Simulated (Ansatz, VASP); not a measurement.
Zr: VASP beside Ansatz

The input INCAR:

```
PREC     = Accurate       # precision mode
ENCUT    = 520            # plane-wave cutoff, eV
EDIFF    = 1E-6           # SCF threshold, eV
ISMEAR   = 0              # smearing method
SIGMA    = 0.15           # smearing width, eV
LREAL    = F              # projectors in reciprocal space
LASPH    = T              # aspherical terms in the spheres
NELM     = 100            # most SCF steps
ALGO     = Normal         # electronic algorithm
ISIF     = 2              # what is computed and relaxed
LWAVE    = F              # write WAVECAR
LCHARG   = F              # write CHGCAR
NBANDS   = 12             # bands
```

File KPOINTS:

```
regular mesh
0
Gamma
  18 18 18
```

Contents of POSCAR:

```
Zr
1.0
    0.0000000000      2.2550000000      2.2550000000
    2.2550000000      0.0000000000      2.2550000000
    2.2550000000      2.2550000000      0.0000000000
Zr
1
Direct
    0.0000000000      0.0000000000      0.0000000000
```

Input for Ansatz:

```yaml
crystal:
  lattice:
    - [0.0, 2.255, 2.255]
    - [2.255, 0.0, 2.255]
    - [2.255, 2.255, 0.0]
  atoms:
    - { symbol: Zr, position: [0.0, 0.0, 0.0] }
basis:
  ecutwfc: 420
kpoints:
  mp_grid: { grid: [18, 18, 18] }
hamiltonian:
  xc: lda
scf:
  occupations: { method: gaussian, width: 0.15 }
output:
  forces: true
  stress: true
  eigenvalues: true
```

Alike in both runs: task single point; functional LDA; k mesh 18 × 18 × 18; occupations gaussian, width 0.15 eV; no spin polarisation.

|  | VASP | Ansatz |
| --- | --- | --- |
| version | VASP 6.6.1 | Ansatz 0.2.0 |
| potentials or method | VASP PAW LDA potentials, release 64 (Zr_sv), cutoff 520 eV | scalar-relativistic, plane waves, PAW |
| valence electrons in the cell | 12 | 12 |

```tsv
	VASP	Ansatz	Ansatz less VASP
gap on the k mesh at the Fermi level (eV)	none	none	-
pressure (GPa)	-5.6	-5.7	-0.09
```

LDA's correlation is that of Perdew and Zunger in VASP and of Perdew and Wang (1992) in Ansatz. A gap of «none» marks a metal or a gap that the smearing closes.
